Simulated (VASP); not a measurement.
Wanted: the native input for a VASP 6.6.1 run.

```yaml
Task: single point
Functional: LDA
Potentials_or_basis: VASP PAW LDA potentials, release 64 (Sn_d, O)
Cutoff: 520 eV
k_mesh: 12 × 12 × 12
Occupations: gaussian, width 0.05 eV
Spin: no spin polarisation
Dipole_correction: no
Further_INCAR_settings: ALGO = Normal; EDIFF = 1e-06; NBANDS = 20
```

The structure of SnO2 lies in POSCAR:

```
SnO2
1.0
    1.6600527408      0.8936104158      4.0813809037
   -1.6600527408      0.8936104158      4.0813809037
    0.0000000000     -1.7872208317      4.0813809037
Sn O
1 2
Direct
    0.5000000000      0.5000000000      0.5000000000
    0.2451905456      0.2451905456      0.2451905456
    0.7548094544      0.7548094544      0.7548094544
```

This cell differs from its parent crystal: strain +0.0350 x Voigt [1, -1, 0, 0, 0, 0].

The input as run:

INCAR

```
SYSTEM = SnO2
PREC = Accurate
ENCUT = 520
EDIFF = 1E-6
ISMEAR = 0
SIGMA = 0.05
LREAL = .False.
LASPH = .True.
NELM = 60
ALGO = Normal
ISIF = 2
LWAVE = .False.
LCHARG = .False.
NBANDS = 20
```

KPOINTS

```
regular mesh
0
Gamma
  12 12 12
  0 0 0
```

Potentials or basis: VASP PAW LDA potentials, release 64 (Sn_d, O).

Run with:

```bash
$ cat potpaw_LDA.64/Sn_d/POTCAR potpaw_LDA.64/O/POTCAR > POTCAR
$ mpirun -np 1 vasp_std > vasp.out
```

It gave:

* Pressure: 1.9 GPa
* Largest force: 0.236 eV/Å
* Band gap on the k mesh: 1.53 eV (least direct gap 1.54 eV)

Caveat: the cell differs from its parent crystal (strain +0.0350 x Voigt [1, -1, 0, 0, 0, 0]); spin-orbit coupling is left out, which moves the levels of the heavy elements.

It took 2.9 min on 1 thread of Intel(R) Xeon(R) 6975P-C (Granite Rapids), with other jobs on the host, peak memory 0.41 GiB.
